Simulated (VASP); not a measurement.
# GaN: single point with r2SCAN

Crystal: GaN.

```
CELL_PARAMETERS angstrom
3.18315 0.00000 0.00000
-1.59157 2.75669 0.00000
0.00000 0.00000 5.18363
ATOMIC_POSITIONS crystal
Ga 0.33333 0.66667 0.99911
Ga 0.66667 0.33333 0.49911
N 0.33333 0.66667 0.37589
N 0.66667 0.33333 0.87589
```

| Property | Result |
| --- | --- |
| Program | VASP 6.6.1 |
| Task | single point |
| Functional | r2SCAN |
| Potentials or basis | VASP PAW PBE potentials, release 64 (Ga_d, N_h) |
| Cutoff | 910 eV |
| k mesh | 12 × 12 × 6 |
| Occupations | gaussian, width 0.01 eV |
| Spin | no spin polarisation |

```yaml
Pressure: 1.0 GPa
Band_gap_on_the_k_mesh: 2.34 eV
```

Levels at points of the mesh, in eV from the valence-band top:
```
           k point  band 14  band 15  band 16  band 17  band 18  band 19  band 20  band 21  band 22  band 23
(0.00, 0.00, 0.00)    -1.07    -1.07    -0.04     0.00     0.00     2.34     4.81     9.96    10.59    10.59
(0.50, 0.00, 0.00)    -5.39    -4.30    -2.83    -2.24    -1.03     5.58     6.12     6.55     9.35    11.06
(0.00, 0.00, 0.50)    -3.93    -0.55    -0.55    -0.55    -0.55     4.77     4.77     9.18     9.18    11.11
(0.50, 0.00, 0.50)    -6.72    -2.01    -2.01    -1.95    -1.95     4.89     4.89     8.42     8.42    10.76
```

Wall time 7.7 min on 1 thread of Intel(R) Xeon(R) Platinum 8488C (Sapphire Rapids), on a shared host, peak memory 0.35 GiB.

Caveat: the cutoff is under 1.25 times the usual one of these potentials, so pressure, stress and relaxed cells hold a basis-set (Pulay) error; the PAW data sets were made with another functional, which shifts forces and pressure a little.
